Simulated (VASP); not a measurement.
## ZrB2: single point with LDA

The system is ZrB2.

```
Zr B
1.0
     2.88290    0.00000    0.00000
    -1.44145    2.49666    0.00000
     0.00000    0.00000    3.62495
Zr B
1 2
Direct
  0.00000 0.00000 0.00000
  0.33333 0.66667 0.50000
  0.66667 0.33333 0.50000
```

This cell differs from its parent crystal: volume 8.697 Å^3 an atom, c/a of the conventional cell 1.2574.

```
Program             : VASP 6.6.1
Task                : single point
Functional          : LDA
Potentials or basis : VASP PAW LDA potentials, release 64 (Zr_sv, B)
Cutoff              : 520 eV
k mesh              : 18 × 18 × 12
Occupations         : gaussian, width 0.15 eV
Spin                : no spin polarisation
```

```yaml
Pressure: 45.6 GPa
Band_gap_on_the_k_mesh: zero (band 9 reaches 12.58 eV, above the bottom of band 10 at 11.43 eV)
```

Stress tensor (GPa, compression positive):
```
63.93  0.00  0.00
 0.00 63.93  0.00
 0.00  0.00  8.80
```

Levels at points of the mesh, in eV from the Fermi level:
```
           k point  band 6  band 7  band 8  band 9  band 10  band 11  band 12  band 13
(0.00, 0.00, 0.00)   -3.10   -2.89   -1.81   -1.81     4.13     4.13     4.54     4.54
(0.50, 0.00, 0.00)   -8.14   -5.02   -3.10   -2.75     2.49     2.89     6.41     7.22
(0.00, 0.00, 0.50)   -7.17   -0.15   -0.15    0.16     1.07     1.07     1.91     1.91
(0.50, 0.00, 0.50)   -7.23   -4.47   -4.29   -1.15     3.15     5.83     5.92     7.19
```

Wall time 34 s on 1 thread of Intel(R) Xeon(R) 6975P-C (Granite Rapids) (shared host), peak memory 0.22 GiB.
